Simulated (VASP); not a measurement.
# KCl2 (P4/mmm) in VASP: a series of runs

Runs on KCl2. Level: PBE. Tasks: single point, relaxation of cell and atoms.

All numbers are computed with VASP 6.6.1; they aren't measurements. Logs are shortened: lines on timing, memory, paths and dates and some standing lists are left out, and cuts for length are marked.

## Step 1: The cell of the first run

Symmetry: P4/mmm, No. 123, tetragonal system. Conventional cell: a = 4.225 Å, b = 4.225 Å, c = 5.413 Å, α = 90.00°, β = 90.00°, γ = 90.00°. Within 4.3 Å of K (site symmetry 4/mmm) lie 8 Cl at 3.28 Å and 4 K at 4.23 Å. Cl (site symmetry 4mm) has 2 Cl at 2.69 to 2.73 Å and 4 K at 3.28 Å within 3.5 Å.

## Step 2: Single point, PBE

Contents of INCAR:

```
SYSTEM = KCl2
  PREC = Accurate
  ENCUT = 520
  EDIFF = 1E-6
  ISMEAR = 0
  SIGMA = 0.1
  LREAL = .False.
  LASPH = .True.
  NELM = 100
  ALGO = Normal
  ISIF = 2
  LWAVE = .False.
  LCHARG = .False.
  GGA = PE
  NBANDS = 18
```

Contents of KPOINTS:

```
regular mesh
0
Gamma
  4 4 4
  0 0 0
```

Contents of POSCAR:

```
KCl2
1.0
    4.2250898828      0.0000000000      0.0000000000
    0.0000000000      4.2250898828      0.0000000000
    0.0000000000      0.0000000000      5.4129398599
K Cl
1 2
Direct
    0.5000000000      0.5000000000      0.0000000000
    0.0000000000      0.0000000000      0.2519663809
    0.0000000000      0.0000000000      0.7480336191
```

Potentials or basis: VASP PAW PBE potentials, release 64 (K_sv, Cl).

Started as:

```console
$ cat potpaw_PBE.64/K_sv/POTCAR potpaw_PBE.64/Cl/POTCAR > POTCAR
$ mpirun -np 1 vasp_std > vasp.out
```

OUTCAR:

```text
SYSTEM = KCl2
   PREC = Accurate
   ENCUT = 520
   EDIFF = 1E-6
   ISMEAR = 0
   LREAL = .False.
   LASPH = .True.
   NELM = 100
   ISIF = 2
   GGA = PE

 ion  position               nearest neighbor table
   1  0.500  0.500  0.000-
   2  0.000  0.000  0.252-
   3  0.000  0.000  0.748-

  LATTYP: Found a simple tetragonal cell.
 ALAT       =     4.2250898828
 C/A-ratio  =     1.2811419426

  Lattice vectors:

 A1 = (   4.2250898828,   0.0000000000,   0.0000000000)
 A2 = (   0.0000000000,   4.2250898828,   0.0000000000)
 A3 = (   0.0000000000,   0.0000000000,   5.4129398599)

Analysis of symmetry for initial positions (statically):
=====================================================================
 Subroutine PRICEL returns:
 Original cell was already a primitive cell.

 Routine SETGRP: Setting up the symmetry group for a
 simple tetragonal supercell.

 Subroutine GETGRP returns: Found 16 space group operations
 (whereof 16 operations were pure point group operations)
 out of a pool of 16 trial point group operations.

The static configuration has the point symmetry D_4h.

Analysis of symmetry for dynamics (positions and initial velocities):
=====================================================================
 Subroutine PRICEL returns:
 Original cell was already a primitive cell.

 Routine SETGRP: Setting up the symmetry group for a
 simple tetragonal supercell.

 Subroutine GETGRP returns: Found 16 space group operations
 (whereof 16 operations were pure point group operations)
 out of a pool of 16 trial point group operations.

The dynamic configuration has the point symmetry D_4h.

 Subroutine INISYM returns: Found 16 space group operations
 (whereof 16 operations are pure point group operations),
 and found     1 'primitive' translations

----------------------------------------------------------------------------------------

                                     Primitive cell

  volume of cell :      96.6285

  direct lattice vectors                    reciprocal lattice vectors
     4.225089883  0.000000000  0.000000000     0.236681355  0.000000000  0.000000000
     0.000000000  4.225089883  0.000000000     0.000000000  0.236681355  0.000000000
     0.000000000  0.000000000  5.412939860     0.000000000  0.000000000  0.184742492

  length of vectors
     4.225089883  4.225089883  5.412939860     0.236681355  0.236681355  0.184742492

  position of ions in fractional coordinates (direct lattice)
     0.500000000  0.500000000  0.000000000
     0.000000000  0.000000000  0.251966381
     0.000000000  0.000000000  0.748033619

  ion indices of the primitive-cell ions
   primitive index   ion index
                 1           1
                 2           2
                 3           3

----------------------------------------------------------------------------------------

 KPOINTS: regular mesh

Automatic generation of k-mesh.
 Grid dimensions read from file:
 generate k-points for:    4    4    4

 Generating k-lattice:

  Cartesian coordinates                     Fractional coordinates (reciprocal lattice)
     0.059170339  0.000000000  0.000000000     0.250000000  0.000000000  0.000000000
     0.000000000  0.059170339  0.000000000     0.000000000  0.250000000  0.000000000
     0.000000000  0.000000000  0.046185623     0.000000000  0.000000000  0.250000000

  Length of vectors
     0.059170339  0.059170339  0.046185623

  Shift w.r.t. Gamma in fractional coordinates (k-lattice)
     0.000000000  0.000000000  0.000000000

 Subroutine IBZKPT returns following result:
 ===========================================

 Found     18 irreducible k-points:

 Following reciprocal coordinates:
            Coordinates               Weight
  0.000000  0.000000  0.000000      1.000000
  0.250000  0.000000  0.000000      4.000000
  0.500000  0.000000  0.000000      2.000000
  0.250000  0.250000  0.000000      4.000000
  0.500000  0.250000  0.000000      4.000000
  0.500000  0.500000  0.000000      1.000000
[... 10 lines left out ...]
  0.500000  0.250000  0.500000      4.000000
  0.500000  0.500000  0.500000      1.000000
   k-points           NKPTS =     18   k-points in BZ     NKDIM =     18   number of bands    NBANDS=     18
   number of dos      NEDOS =    301   number of ions     NIONS =      3
   total plane-waves  NPLWV =  40960
   dimension x,y,z NGX =    32 NGY =   32 NGZ =   40
   dimension x,y,z NGXF=    64 NGYF=   64 NGZF=   80
   ions per type =               1   2
   NGX,Y,Z   is equivalent  to a cutoff of  12.59, 12.59, 12.29 a.u.
   NGXF,Y,Z  is equivalent  to a cutoff of  25.18, 25.18, 24.57 a.u.
 SYSTEM =  KCl2
   PREC   = accura    normal or accurate (medium, high low for compatibility)
   ISTART =      0    job   : 0-new  1-cont  2-samecut
   ICHARG =      2    charge: 1-file 2-atom 10-const
   ISPIN  =      1    spin polarized calculation?
   LNONCOLLINEAR =      F non collinear calculations
   LSORBIT =      F    spin-orbit coupling
   LASPH  =      T    aspherical Exc in radial PAW
   ENCUT  =  520.0 eV  38.22 Ry    6.18 a.u.   7.86  7.86 10.06*2*pi/ulx,y,z
   NELM   =    100;   NELMIN=  2; NELMDL= -5     # of ELM steps
   EDIFF  = 0.1E-05   stopping-criterion for ELM
   LREAL  =      F    real-space projection
   EDIFFG = 0.1E-04   stopping-criterion for IOM
   NSW    =      0    number of steps for IOM
   IBRION =     -1    ionic relax: 0-MD 1-quasi-New 2-CG
   NFREE  =      0    steps in history (QN), initial steepest desc. (CG)
   ISIF   =      2    stress and relaxation
   ISYM   =      2    0-nonsym 1-usesym 2-fastsym
   POTIM  = 0.5000    time-step for ionic-motion
   TEBEG  =    0.0;   TEEND  =   0.0 temperature during run
   PSTRESS=    0.0 pullay stress
   NELECT =      23.0000    total number of electrons
   NUPDOWN=      -1.0000    fix difference up-down
   EMIN   =  10.00;   EMAX   =-10.00  energy-range for DOS
   EFERMI =   0.00;   METHOD = LEGACY
   ISMEAR =     0;   SIGMA  =   0.10  broadening in eV -4-tet -1-fermi 0-gaus
   EFERMI_NEDOS =   21; number of points for ismear=-14 and -15
   IALGO  =     38    algorithm
   IMIX   =      4    mixing-type and parameters
     AMIX     =   0.40;   BMIX     =  1.00
     AMIX_MAG =   1.60;   BMIX_MAG =  1.00
  volume/ion in A,a.u.               =      32.21       217.36
  Fermi-wavevector in a.u.,A,eV,Ry     =   1.014571  1.917261 14.005213  1.029354
  Thomas-Fermi vector in A             =   2.147806
   LORBIT       =      0    0 simple, 1 ext, 2 COOP (PROOUT), +10 PAW based schemes
   GGA     = PE    functional components
   LHFCALC =     F    Hartree Fock is set to
   AEXX    =    0.0000 exact exchange contribution
   IVDW    =     0    specifies the selected vdW correction
   LEPSILON=     F    determine dielectric tensor
   LRPA    =     F    only Hartree local field effects (RPA)
 non-spin polarized calculation
 Gauss-broadening in eV      SIGMA  =   0.10
  energy-cutoff  :      520.00
  volume of cell :       96.63
 maximum number of plane-waves:      2632
 NGX is ok and might be reduce to    32
   NGX = 15   NGY = 15   NGZ = 21

 number of electron      22.9999995 magnetization

 Free energy of the ion-electron system (eV)
  ---------------------------------------------------
  ext. energy  EPLUGINS =         0.00000000
  ---------------------------------------------------
  free energy    TOTEN  =        -8.28846016 eV

  energy without entropy =       -8.26119356  energy(sigma->0) =       -8.27482686

 E-fermi :  -0.3195     XC(G=0):  -7.3143

 val. band max:       -0.3370015841   @ k =   0.2500   0.0000   0.2500
 cond. band min:      -0.3193593669   @ k =   0.2500   0.2500   0.2500
 fundamental gap:      0.0176422172
 Fermi energy:        -0.3194598929

 k-point     1 :       0.0000    0.0000    0.0000
  band No.  band energies     occupation
      1     -29.3616      2.00000
      2     -15.2389      2.00000
      3     -13.7668      2.00000
      4     -12.8154      2.00000
      5     -12.8154      2.00000
      6     -12.7179      2.00000
[... 10 lines left out ...]
     17       8.3143      0.00000
     18       9.1964      0.00000

 k-point     2 :       0.2500    0.0000    0.0000
  band No.  band energies     occupation
      1     -29.3584      2.00000
      2     -15.2571      2.00000
      3     -13.6949      2.00000
      4     -12.8053      2.00000
      5     -12.8012      2.00000
      6     -12.7802      2.00000
[... 10 lines left out ...]
     17       7.8834      0.00000
     18       8.6280      0.00000

 k-point     3 :       0.5000    0.0000    0.0000
  band No.  band energies     occupation
      1     -29.3552      2.00000
      2     -15.2758      2.00000
      3     -13.6104      2.00000
      4     -12.8553      2.00000
      5     -12.7951      2.00000
      6     -12.7849      2.00000
[... 10 lines left out ...]
     17       7.9176      0.00000
     18       8.1735      0.00000

 k-point     4 :       0.2500    0.2500    0.0000
  band No.  band energies     occupation
      1     -29.3554      2.00000
      2     -15.2345      2.00000
      3     -13.6445      2.00000
      4     -12.8668      2.00000
      5     -12.8109      2.00000
      6     -12.7903      2.00000
[... 249 lines left out ...]
      4     -12.8656      2.00000
      5     -12.8387      2.00000
      6     -12.7532      2.00000
[... 10 lines left out ...]
     17       7.9219      0.00000
     18       8.0392      0.00000

 k-point    17 :       0.5000    0.2500    0.5000
  band No.  band energies     occupation
      1     -29.3522      2.00000
      2     -14.5708      2.00000
      3     -14.4825      2.00000
      4     -12.8564      2.00000
      5     -12.8533      2.00000
      6     -12.8099      2.00000
[... 10 lines left out ...]
     17       8.0681      0.00000
     18       8.1008      0.00000

 k-point    18 :       0.5000    0.5000    0.5000
  band No.  band energies     occupation
      1     -29.3493      2.00000
      2     -14.4743      2.00000
      3     -14.4573      2.00000
      4     -12.9167      2.00000
      5     -12.9167      2.00000
      6     -12.8440      2.00000
[... 10 lines left out ...]
     17       8.5215      0.00000
     18       9.0941      0.00000

------------------------ aborting loop because EDIFF is reached ----------------------------------------

  FORCE on cell =-STRESS in cart. coord.  units (eV):
  Direction    XX          YY          ZZ          XY          YZ          ZX
  --------------------------------------------------------------------------------------
  -------------------------------------------------------------------------------------
  Total       -0.0008964     -0.0008964     -0.0028273      0.0000000      0.0000000     -0.0000000
  in kB       -0.0148624     -0.0148624     -0.0468795      0.0000000      0.0000000     -0.0000000
  external PRESSURE =      -0.0255348 kB  Pullay stress =       0.0000000 kB

 VOLUME and BASIS-vectors are now :
 -----------------------------------------------------------------------------
  energy-cutoff  :      520.00
  volume of cell :       96.63
      direct lattice vectors                 reciprocal lattice vectors
     4.225089883  0.000000000  0.000000000     0.236681355  0.000000000  0.000000000
     0.000000000  4.225089883  0.000000000     0.000000000  0.236681355  0.000000000
     0.000000000  0.000000000  5.412939860     0.000000000  0.000000000  0.184742492

 POSITION                                       TOTAL-FORCE (eV/Angst)
 -----------------------------------------------------------------------------------
      2.11254      2.11254      0.00000         0.000000     -0.000000      0.000000
      0.00000      0.00000      1.36388         0.000000      0.000000      0.000967
      0.00000      0.00000      4.04906        -0.000000      0.000000     -0.000967
 -----------------------------------------------------------------------------------
    total drift:                                0.000000     -0.000000     -0.000000

  FREE ENERGIE OF THE ION-ELECTRON SYSTEM (eV)
  ---------------------------------------------------
  free  energy   TOTEN  =        -8.2884601634 eV

  energy  without entropy=       -8.2611935644  energy(sigma->0) =       -8.27482686
```

Run time: 18 s. Hardware: 1 thread of Intel Xeon Platinum 8375C at 2.90GHz (Ice Lake), shared host; peak memory 0.19 GiB.

What came out:

```
Free energy : -8.2885 eV
Pressure    : 0.0 GPa
```

Caveat: the k points lie up to 0.37 Å⁻¹ apart; an odd number of electrons without spin polarisation forces a metal; a magnetic or distorted state may lie lower.

## Step 3: Single point, PBE

This run uses another cell than the first one, of 38.40 Å³/atom, 1.192 times its volume.

Contents of INCAR:

```
SYSTEM = KCl2
ALGO = Normal ; EDIFF = 1E-6
ENCUT = 520 ; GGA = PE
ISIF = 2 ; ISMEAR = 0
LASPH = .TRUE. ; LCHARG = .FALSE.
LREAL = .FALSE. ; LWAVE = .FALSE.
NBANDS = 18 ; NELM = 100
PREC = Accurate ; SIGMA = 0.1
```

Contents of KPOINTS:

```
k-points
0
G
  4 4 4
  0 0 0
```

Contents of POSCAR:

```
KCl2
1.0
    5.5065433900      0.0000000000      0.0000000000
    0.0000000000      5.5065433900      0.0000000000
    0.0000000000      0.0000000000      3.7994825500
K Cl
1 2
Direct
    0.5000000000      0.5000000000      0.0000000000
    0.0000000000      0.0000000000      0.2066074700
    0.0000000000      0.0000000000      0.7933925300
```

Potentials or basis: VASP PAW PBE potentials, release 64 (K_sv, Cl).

Started as:

```console
$ cat potpaw_PBE.64/K_sv/POTCAR potpaw_PBE.64/Cl/POTCAR > POTCAR
$ mpirun -np 1 vasp_std > vasp.out
```

OUTCAR:

```text
SYSTEM = KCl2
   EDIFF = 1E-6
   ENCUT = 520
   GGA = PE
   ISIF = 2
   ISMEAR = 0
   LASPH = .TRUE.
   LREAL = .FALSE.
   NELM = 100
   PREC = Accurate

 ion  position               nearest neighbor table
   1  0.500  0.500  0.000-
   2  0.000  0.000  0.207-   3 1.57   3 2.23
   3  0.000  0.000  0.793-   2 1.57   2 2.23

  LATTYP: Found a simple tetragonal cell.
 ALAT       =     5.5065433900
 C/A-ratio  =     0.6899941181

  Lattice vectors:

 A1 = (   5.5065433900,   0.0000000000,   0.0000000000)
 A2 = (   0.0000000000,   5.5065433900,   0.0000000000)
 A3 = (   0.0000000000,   0.0000000000,   3.7994825500)

Analysis of symmetry for initial positions (statically):
=====================================================================
 Subroutine PRICEL returns:
 Original cell was already a primitive cell.

 Routine SETGRP: Setting up the symmetry group for a
 simple tetragonal supercell.

 Subroutine GETGRP returns: Found 16 space group operations
 (whereof 16 operations were pure point group operations)
 out of a pool of 16 trial point group operations.

The static configuration has the point symmetry D_4h.

Analysis of symmetry for dynamics (positions and initial velocities):
=====================================================================
 Subroutine PRICEL returns:
 Original cell was already a primitive cell.

 Routine SETGRP: Setting up the symmetry group for a
 simple tetragonal supercell.

 Subroutine GETGRP returns: Found 16 space group operations
 (whereof 16 operations were pure point group operations)
 out of a pool of 16 trial point group operations.

The dynamic configuration has the point symmetry D_4h.

[... 106 lines left out ...]
   EMIN   =  10.00;   EMAX   =-10.00  energy-range for DOS
   EFERMI =   0.00;   METHOD = LEGACY
   ISMEAR =     0;   SIGMA  =   0.10  broadening in eV -4-tet -1-fermi 0-gaus
   EFERMI_NEDOS =   21; number of points for ismear=-14 and -15
   IALGO  =     38    algorithm
   IMIX   =      4    mixing-type and parameters
     AMIX     =   0.40;   BMIX     =  1.00
     AMIX_MAG =   1.60;   BMIX_MAG =  1.00
  volume/ion in A,a.u.               =      38.40       259.15
  Fermi-wavevector in a.u.,A,eV,Ry     =   0.956805  1.808098 12.455794  0.915475
  Thomas-Fermi vector in A             =   2.085766
   LORBIT       =      0    0 simple, 1 ext, 2 COOP (PROOUT), +10 PAW based schemes
   GGA     = PE    functional components
   LHFCALC =     F    Hartree Fock is set to
   AEXX    =    0.0000 exact exchange contribution
   IVDW    =     0    specifies the selected vdW correction
   LEPSILON=     F    determine dielectric tensor
   LRPA    =     F    only Hartree local field effects (RPA)
 non-spin polarized calculation
 Gauss-broadening in eV      SIGMA  =   0.10
  energy-cutoff  :      520.00
  volume of cell :      115.21
 maximum number of plane-waves:      3126
 NGX is ok and might be reduce to    42
   NGX = 21   NGY = 21   NGZ = 15

 number of electron      22.9999991 magnetization

 Free energy of the ion-electron system (eV)
  ---------------------------------------------------
  ext. energy  EPLUGINS =         0.00000000
  ---------------------------------------------------
  free energy    TOTEN  =         0.47092969 eV

  energy without entropy =        0.47697416  energy(sigma->0) =        0.47395192

 E-fermi :   2.4219     XC(G=0):  -6.7633

 val. band max:        2.3560745871   @ k =   0.2500   0.2500   0.2500
 cond. band min:       2.4395004941   @ k =   0.5000   0.5000   0.0000
 fundamental gap:      0.0834259069
 Fermi energy:         2.4218613396

 k-point     1 :       0.0000    0.0000    0.0000
  band No.  band energies     occupation
      1     -30.1118      2.00000
      2     -23.1719      2.00000
      3     -13.5909      2.00000
      4     -13.5909      2.00000
      5     -13.4785      2.00000
      6     -11.3075      2.00000
[... 355 lines left out ...]
      5     -13.5666      2.00000
      6     -13.5666      2.00000
[... 10 lines left out ...]
     17       5.9969      0.00000
     18       6.7001      0.00000

------------------------ aborting loop because EDIFF is reached ----------------------------------------

  FORCE on cell =-STRESS in cart. coord.  units (eV):
  Direction    XX          YY          ZZ          XY          YZ          ZX
  --------------------------------------------------------------------------------------
  -------------------------------------------------------------------------------------
  Total        0.1445719      0.1445719     47.9325029      0.0000000     -0.0000000      0.0000000
  in kB        2.0105366      2.0105366    666.5889406      0.0000000     -0.0000000      0.0000000
  external PRESSURE =     223.5366713 kB  Pullay stress =       0.0000000 kB

 VOLUME and BASIS-vectors are now :
 -----------------------------------------------------------------------------
  energy-cutoff  :      520.00
  volume of cell :      115.21
      direct lattice vectors                 reciprocal lattice vectors
     5.506543390  0.000000000  0.000000000     0.181602128  0.000000000  0.000000000
     0.000000000  5.506543390  0.000000000     0.000000000  0.181602128  0.000000000
     0.000000000  0.000000000  3.799482550     0.000000000  0.000000000  0.263193734

 POSITION                                       TOTAL-FORCE (eV/Angst)
 -----------------------------------------------------------------------------------
      2.75327      2.75327      0.00000         0.000000      0.000000      0.000000
      0.00000      0.00000      0.78500         0.000000     -0.000000     19.888180
      0.00000      0.00000      3.01448        -0.000000     -0.000000    -19.888180
 -----------------------------------------------------------------------------------
    total drift:                                0.000000     -0.000000     -0.000000

  FREE ENERGIE OF THE ION-ELECTRON SYSTEM (eV)
  ---------------------------------------------------
  free  energy   TOTEN  =         0.4709296876 eV

  energy  without entropy=        0.4769741587  energy(sigma->0) =        0.47395192
```

stdout:

```text
POSCAR found type information on POSCAR K Cl
 POSCAR found :  2 types and       3 ions
 scaLAPACK will be used
 LDA part: xc-table for (Slater+PW92), standard interpolation
 POSCAR, INCAR and KPOINTS ok, starting setup
 FFT: planning ... GRIDC
 FFT: planning ... GRID_SOFT
 FFT: planning ... GRID
 WAVECAR not read
 entering main loop
```

It took 25 s on 1 thread of Intel Xeon Platinum 8375C at 2.90GHz (Ice Lake), shared host; peak memory 0.22 GiB.

What came out:

```
Free energy   : 0.4709 eV
Pressure      : 22.4 GPa
Largest force : 19.888 eV/Å
```

Forces in eV/Å, atoms in the order of the input:
```
K     0.000   0.000   0.000
Cl    0.000   0.000  19.888
Cl    0.000   0.000 -19.888
```

Caveat: the k points lie up to 0.41 Å⁻¹ apart; an odd number of electrons without spin polarisation forces a metal; a magnetic or distorted state may lie lower.

[end of part 1 of 2]
